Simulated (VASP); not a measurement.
# C (P6_3/mmc) in VASP: further runs

C is run at these levels: PBEsol; tasks: relaxation of the atoms.

Program: VASP 6.6.1. These are calculated values, not measurements. Logs are shortened: lines on timing, memory, paths and dates and some standing lists are left out, and cuts for length are marked.

### 1 The cell of the first run

Symmetry: P6_3/mmc, No. 194, hexagonal system. Conventional cell: a = 2.499 Å, b = 2.499 Å, c = 4.223 Å, α = 90.00°, β = 90.00°, γ = 120.00°. C (site symmetry 3m) has 4 C at 1.54 to 1.58 Å within 2.0 Å.

### 2 Relaxation of the atoms, PBEsol (strained cell)

INCAR

```
SYSTEM = C
PREC = Accurate ; ENCUT = 520
EDIFF = 1E-6 ; ISMEAR = 0
SIGMA = 0.02 ; LREAL = .FALSE.
LASPH = .TRUE. ; NELM = 100
ALGO = Normal ; ISIF = 2
LWAVE = .FALSE. ; LCHARG = .FALSE.
GGA = PS ; IBRION = 2
NSW = 60 ; EDIFFG = -0.002
```

KPOINTS

```
Automatic mesh
0
G
  9 9 6
  0 0 0
```

POSCAR

```
C
1.0
    2.4993962492      0.0000000000      0.0000000000
   -1.2496981246      2.1645406459      0.0000000000
    0.0000000000      0.0000000000      4.2229976408
C
4
Direct
    0.3333333333      0.6666666667     -0.0004162315
    0.6666666667      0.3333333333      0.4995837685
    0.3333333333      0.6666666667      0.3744162315
    0.6666666667      0.3333333333      0.8744162315
```

Potentials or basis: VASP PAW PBE potentials, release 64 (C).

Started as:

```sh
cat potpaw_PBE.64/C/POTCAR > POTCAR
mpirun -np 1 vasp_std > vasp.out
```

OUTCAR:

```text
SYSTEM = C
   PREC = Accurate
   ENCUT = 520
   EDIFF = 1E-6
   ISMEAR = 0
   LREAL = .FALSE.
   LASPH = .TRUE.
   NELM = 100
   ISIF = 2
   GGA = PS
   IBRION = 2
   NSW = 60
   EDIFFG = -0.002

 ion  position               nearest neighbor table
   1  0.333  0.667  1.000-   4 1.54   4 1.54   4 1.54   3 1.58
   2  0.667  0.333  0.500-   3 1.54   3 1.54   3 1.54   4 1.58
   3  0.333  0.667  0.374-   2 1.54   2 1.54   2 1.54   1 1.58
   4  0.667  0.333  0.874-   1 1.54   1 1.54   1 1.54   2 1.58

  LATTYP: Found a hexagonal cell.
 ALAT       =     2.4993962492
 C/A-ratio  =     1.6896070970

  Lattice vectors:

 A1 = (   2.4993962492,   0.0000000000,   0.0000000000)
 A2 = (  -1.2496981246,   2.1645406459,   0.0000000000)
 A3 = (   0.0000000000,   0.0000000000,   4.2229976408)

Analysis of symmetry for initial positions (statically):
=====================================================================
 Subroutine PRICEL returns:
 Original cell was already a primitive cell.

 Routine SETGRP: Setting up the symmetry group for a
 hexagonal supercell.

 Subroutine GETGRP returns: Found 24 space group operations
 (whereof  6 operations were pure point group operations)
 out of a pool of 24 trial point group operations.

The static configuration has the point symmetry C_3v.
 The point group associated with its full space group is D_6h.

Analysis of symmetry for dynamics (positions and initial velocities):
=====================================================================
 Subroutine PRICEL returns:
 Original cell was already a primitive cell.

 Routine SETGRP: Setting up the symmetry group for a
 hexagonal supercell.

 Subroutine GETGRP returns: Found 24 space group operations
 (whereof  6 operations were pure point group operations)
 out of a pool of 24 trial point group operations.

The dynamic configuration has the point symmetry C_3v.
 The point group associated with its full space group is D_6h.

 Subroutine INISYM returns: Found 24 space group operations
 (whereof  6 operations are pure point group operations),
 and found     1 'primitive' translations

----------------------------------------------------------------------------------------

                                     Primitive cell

  volume of cell :      22.8466

  direct lattice vectors                    reciprocal lattice vectors
     2.499396249  0.000000000  0.000000000     0.400096623  0.230995893  0.000000000
    -1.249698125  2.164540646  0.000000000     0.000000000  0.461991787  0.000000000
     0.000000000  0.000000000  4.222997641     0.000000000  0.000000000  0.236798617

  length of vectors
     2.499396249  2.499396249  4.222997641     0.461991787  0.461991787  0.236798617

  position of ions in fractional coordinates (direct lattice)
     0.333333333  0.666666667  0.999583769
     0.666666667  0.333333333  0.499583769
     0.333333333  0.666666667  0.374416231
     0.666666667  0.333333333  0.874416231

  ion indices of the primitive-cell ions
   primitive index   ion index
                 1           1
                 2           2
                 3           3
                 4           4

----------------------------------------------------------------------------------------

 KPOINTS: Automatic mesh

Automatic generation of k-mesh.
 Grid dimensions read from file:
 generate k-points for:    9    9    6

 Generating k-lattice:

  Cartesian coordinates                     Fractional coordinates (reciprocal lattice)
     0.044455180  0.025666210  0.000000000     0.111111111 -0.000000000  0.000000000
     0.000000000  0.051332421  0.000000000     0.000000000  0.111111111  0.000000000
     0.000000000  0.000000000  0.039466436     0.000000000  0.000000000  0.166666667

  Length of vectors
     0.051332421  0.051332421  0.039466436

  Shift w.r.t. Gamma in fractional coordinates (k-lattice)
     0.000000000  0.000000000  0.000000000

 Subroutine IBZKPT returns following result:
 ===========================================

 Found     48 irreducible k-points:

 Following reciprocal coordinates:
            Coordinates               Weight
  0.000000  0.000000  0.000000      1.000000
  0.111111 -0.000000  0.000000      6.000000
  0.222222  0.000000  0.000000      6.000000
  0.333333 -0.000000  0.000000      6.000000
  0.444444  0.000000  0.000000      6.000000
  0.111111  0.111111  0.000000      6.000000
[... 16 lines left out ...]
  0.333333  0.222222  0.166667     24.000000
  0.333333  0.333333  0.166667      4.000000
 [... further k-points ...]
   k-points           NKPTS =     48   k-points in BZ     NKDIM =     48   number of bands    NBANDS=     12
   number of dos      NEDOS =    301   number of ions     NIONS =      4
   total plane-waves  NPLWV =  12800
   dimension x,y,z NGX =    20 NGY =   20 NGZ =   32
   dimension x,y,z NGXF=    40 NGYF=   40 NGZF=   64
   ions per type =               4
   NGX,Y,Z   is equivalent  to a cutoff of  13.30, 13.30, 12.60 a.u.
   NGXF,Y,Z  is equivalent  to a cutoff of  26.61, 26.61, 25.19 a.u.
 SYSTEM =  C
   PREC   = accura    normal or accurate (medium, high low for compatibility)
   ISTART =      0    job   : 0-new  1-cont  2-samecut
   ICHARG =      2    charge: 1-file 2-atom 10-const
   ISPIN  =      1    spin polarized calculation?
   LNONCOLLINEAR =      F non collinear calculations
   LSORBIT =      F    spin-orbit coupling
   LASPH  =      T    aspherical Exc in radial PAW
   ENCUT  =  520.0 eV  38.22 Ry    6.18 a.u.   4.65  4.65  7.85*2*pi/ulx,y,z
   NELM   =    100;   NELMIN=  2; NELMDL= -5     # of ELM steps
   EDIFF  = 0.1E-05   stopping-criterion for ELM
   LREAL  =      F    real-space projection
   EDIFFG = -.2E-02   stopping-criterion for IOM
   NSW    =     60    number of steps for IOM
   IBRION =      2    ionic relax: 0-MD 1-quasi-New 2-CG
   NFREE  =      1    steps in history (QN), initial steepest desc. (CG)
   ISIF   =      2    stress and relaxation
   ISYM   =      2    0-nonsym 1-usesym 2-fastsym
   POTIM  = 0.5000    time-step for ionic-motion
   TEBEG  =    0.0;   TEEND  =   0.0 temperature during run
   PSTRESS=    0.0 pullay stress
   NELECT =      16.0000    total number of electrons
   NUPDOWN=      -1.0000    fix difference up-down
   EMIN   =  10.00;   EMAX   =-10.00  energy-range for DOS
   EFERMI =   0.00;   METHOD = LEGACY
   ISMEAR =     0;   SIGMA  =   0.02  broadening in eV -4-tet -1-fermi 0-gaus
   EFERMI_NEDOS =   21; number of points for ismear=-14 and -15
   IALGO  =     38    algorithm
   IMIX   =      4    mixing-type and parameters
     AMIX     =   0.40;   BMIX     =  1.00
     AMIX_MAG =   1.60;   BMIX_MAG =  1.00
  volume/ion in A,a.u.               =       5.71        38.54
  Fermi-wavevector in a.u.,A,eV,Ry     =   1.453810  2.747302 28.756770  2.113563
  Thomas-Fermi vector in A             =   2.571033
   LORBIT       =      0    0 simple, 1 ext, 2 COOP (PROOUT), +10 PAW based schemes
   GGA     = PS    functional components
   LHFCALC =     F    Hartree Fock is set to
   AEXX    =    0.0000 exact exchange contribution
   IVDW    =     0    specifies the selected vdW correction
   LEPSILON=     F    determine dielectric tensor
   LRPA    =     F    only Hartree local field effects (RPA)
 conjugate gradient relaxation of ions
 non-spin polarized calculation
 Gauss-broadening in eV      SIGMA  =   0.02
  energy-cutoff  :      520.00
  volume of cell :       22.85
 maximum number of plane-waves:       632
 NGX is ok and might be reduce to    20
   NGX =  9   NGY =  9   NGZ = 15

--------------------------------------- Ionic step        1  -------------------------------------------

 number of electron      16.0000000 magnetization

 Free energy of the ion-electron system (eV)
  ---------------------------------------------------
  ext. energy  EPLUGINS =         0.00000000
  ---------------------------------------------------
  free energy    TOTEN  =       -38.38610933 eV

  energy without entropy =      -38.38610933  energy(sigma->0) =      -38.38610933

------------------------ aborting loop because EDIFF is reached ----------------------------------------

  FORCE on cell =-STRESS in cart. coord.  units (eV):
  Direction    XX          YY          ZZ          XY          YZ          ZX
  --------------------------------------------------------------------------------------
  -------------------------------------------------------------------------------------
  Total        0.0841032      0.0841032     -2.5578271      0.0000000     -0.0000000      0.0000000
  in kB        5.8979544      5.8979544   -179.3742406      0.0000000     -0.0000000      0.0000000
  external PRESSURE =     -55.8594439 kB  Pullay stress =       0.0000000 kB
[... 61 lines left out ...]
  energy  without entropy=      -38.3857317440  energy(sigma->0) =      -38.38573174

--------------------------------------- Ionic step        3  -------------------------------------------

 number of electron      16.0000000 magnetization

 Free energy of the ion-electron system (eV)
  ---------------------------------------------------
  ext. energy  EPLUGINS =         0.00000000
  ---------------------------------------------------
  free energy    TOTEN  =       -38.38620095 eV

  energy without entropy =      -38.38620095  energy(sigma->0) =      -38.38620095

 E-fermi :  10.0331     XC(G=0): -13.3937

 val. band max:        9.8870141145   @ k =   0.0000   0.0000   0.0000
 cond. band min:      12.9716271070   @ k =   0.3333   0.3333   0.0000
 fundamental gap:      3.0846129925
 Fermi energy:        10.0330956101

 k-point     1 :       0.0000    0.0000    0.0000
  band No.  band energies     occupation
      1     -11.8438      2.00000
      2      -6.4673      2.00000
      3      -3.7924      2.00000
      4       6.9656      2.00000
      5       6.9656      2.00000
      6       9.3957      2.00000
      7       9.8870      2.00000
      8       9.8870      2.00000
      9      14.7510      0.00000
     10      14.9696      0.00000
     11      14.9696      0.00000
     12      18.3024      0.00000
[... 331 lines left out ...]
 k-point    24 :       0.3333    0.3333    0.1667
  band No.  band energies     occupation
      1      -4.4393      2.00000
      2      -4.4393      2.00000
      3      -1.0590      2.00000
      4      -0.6561      2.00000
      5      -0.6561      2.00000
      6       2.2900      2.00000
      7       3.6223      2.00000
      8       3.6223      2.00000
      9      13.7739      0.00000
     10      19.7339      0.00000
     11      19.7339      0.00000
     12      22.5657      0.00000

 [... further k-points ...]

------------------------ aborting loop because EDIFF is reached ----------------------------------------

  FORCE on cell =-STRESS in cart. coord.  units (eV):
  Direction    XX          YY          ZZ          XY          YZ          ZX
  --------------------------------------------------------------------------------------
  -------------------------------------------------------------------------------------
  Total        0.0774779      0.0774779     -2.5668759     -0.0000000      0.0000000     -0.0000000
  in kB        5.4333406      5.4333406   -180.0088115     -0.0000000      0.0000000     -0.0000000
  external PRESSURE =     -56.3807101 kB  Pullay stress =       0.0000000 kB
[... 19 lines left out ...]
  FREE ENERGIE OF THE ION-ELECTRON SYSTEM (eV)
  ---------------------------------------------------
  free  energy   TOTEN  =       -38.3862009463 eV

  energy  without entropy=      -38.3862009463  energy(sigma->0) =      -38.38620095

 reached required accuracy - stopping structural energy minimisation
```

Run time: 28 s. Hardware: 1 thread of Intel Xeon 8259CL, shared host; peak memory 0.13 GiB.

Results:

* Free energy: -38.3862 eV
* Energy gained by relaxing: 0.0 meV/atom
* Ionic steps: 3
* Pressure after relaxing: -5.6 GPa
* Band gap on the k mesh: 3.08 eV (least direct gap 4.86 eV)

Final structure:
```cif
data_structure
_symmetry_space_group_name_H-M 'P 1'
_symmetry_Int_Tables_number 1
_cell_length_a 2.4994
_cell_length_b 2.4994
_cell_length_c 4.2230
_cell_angle_alpha 90.000
_cell_angle_beta 90.000
_cell_angle_gamma 120.000
_cell_volume 22.85
loop_
_atom_site_label
_atom_site_type_symbol
_atom_site_fract_x
_atom_site_fract_y
_atom_site_fract_z
_atom_site_occupancy
C1 C 0.33333 0.66667 0.99978 1
C2 C 0.66667 0.33333 0.49978 1
C3 C 0.33333 0.66667 0.37422 1
C4 C 0.66667 0.33333 0.87422 1
```

Caveat: the cell differs from its parent crystal (strained cell); the PAW data sets were made with another functional, which shifts forces and pressure a little; an odd mesh through Γ misses points on the zone boundary, where band edges can lie.

### 3 Relaxation of the atoms, PBEsol (strained cell)

INCAR

```
SYSTEM = C
ALGO = Normal
EDIFF = 1E-6
EDIFFG = -0.002
ENCUT = 520
GGA = PS
IBRION = 2
ISIF = 2
ISMEAR = 0
LASPH = .True.
LCHARG = .False.
LREAL = .False.
LWAVE = .False.
NELM = 60
NSW = 60
PREC = Accurate
SIGMA = 0.02
```

KPOINTS

```
k-points
0
Gamma
  9 9 6
  0 0 0
```

POSCAR

```
C
1.0
    2.4981173483      0.0000000000      0.0000000000
   -1.2490586742      2.1634330853      0.0000000000
    0.0000000000      0.0000000000      4.2229976408
C
4
Direct
    0.3333333333      0.6666666667     -0.0002601248
    0.6666666667      0.3333333333      0.4997398752
    0.3333333333      0.6666666667      0.3742601248
    0.6666666667      0.3333333333      0.8742601248
```

Potentials or basis: VASP PAW PBE potentials, release 64 (C).

Started as:

```sh
cat potpaw_PBE.64/C/POTCAR > POTCAR
mpirun -np 1 vasp_std > vasp.out
```

Run time: 20 s. Hardware: 1 thread of Intel Xeon 8259CL, shared host; peak memory 0.13 GiB.

It converged, with:

* Free energy: -38.3860 eV
* Energy gained by relaxing: 0.0 meV/atom
* Ionic steps: 3
* Pressure after relaxing: -5.2 GPa
* Band gap on the k mesh: 3.08 eV (least direct gap 4.85 eV)

Stress tensor (GPa, compression positive):
```
  1.21   0.00   0.00
  0.00   1.21   0.00
  0.00   0.00 -17.99
```

Final structure:
```cif
data_structure
_symmetry_space_group_name_H-M 'P 1'
_symmetry_Int_Tables_number 1
_cell_length_a 2.4981
_cell_length_b 2.4981
_cell_length_c 4.2230
_cell_angle_alpha 90.000
_cell_angle_beta 90.000
_cell_angle_gamma 120.000
_cell_volume 22.82
loop_
_atom_site_label
_atom_site_type_symbol
_atom_site_fract_x
_atom_site_fract_y
_atom_site_fract_z
_atom_site_occupancy
C1 C 0.33333 0.66667 0.99979 1
C2 C 0.66667 0.33333 0.49979 1
C3 C 0.33333 0.66667 0.37421 1
C4 C 0.66667 0.33333 0.87421 1
```

Levels at points of the mesh, in eV from the valence-band top:
| k point | band 5 | band 6 | band 7 | band 8 | band 9 | band 10 | band 11 | band 12 |
| --- | --- | --- | --- | --- | --- | --- | --- | --- |
| (0.00, 0.00, 0.00) | -2.92 | -0.49 | 0.00 | 0.00 | 4.85 | 5.09 | 5.09 | 8.44 |
| (0.00, 0.00, 0.50) | -1.74 | -1.74 | -1.74 | -1.74 | 7.27 | 7.27 | 7.27 | 7.27 |

Caveat: the cell differs from its parent crystal (strained cell); the PAW data sets were made with another functional, which shifts forces and pressure a little; an odd mesh through Γ misses points on the zone boundary, where band edges can lie.

(Part 1 of 2 ends here.)
